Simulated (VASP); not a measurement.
GaN, 2 atoms in the cell. It takes space group F-43m (No. 216, cubic). The conventional cell has a = 4.455 Å, b = 4.455 Å, c = 4.455 Å, α = 90.00°, β = 90.00°, γ = 90.00°. Ga (site symmetry -43m) has 4 N at 1.93 Å within 2.6 Å. Within 2.6 Å of N (site symmetry -43m) lie 4 Ga at 1.93 Å. 

* Program: VASP 6.6.1
* Task: single point
* Functional: LDA
* Potentials or basis: VASP PAW LDA potentials, release 64 (Ga_d, N)
* Cutoff: 520 eV
* k mesh: 14 × 14 × 14
* Occupations: fermi-dirac, width 0.05 eV
* Spin: no spin polarisation
* Dipole correction: no
* Further INCAR settings: ALGO = Normal; EDIFF = 1e-06; NBANDS = 16

Potentials or basis: VASP PAW LDA potentials, release 64 (Ga_d, N).

Run with:

```console
$ cat potpaw_LDA.64/Ga_d/POTCAR potpaw_LDA.64/N/POTCAR > POTCAR
$ mpirun -np 1 vasp_std > vasp.out
```

Hardware: 1 thread of AMD EPYC 9R45 96-Core Processor (Zen 5), on a shared host.

**Question.** How long does it take, and how much memory?

**Answer.** Wall time 17 s on 1 thread of AMD EPYC 9R45 96-Core Processor (Zen 5) (shared host), peak memory 0.12 GiB. Counts: scf iterations 13, k points 104.
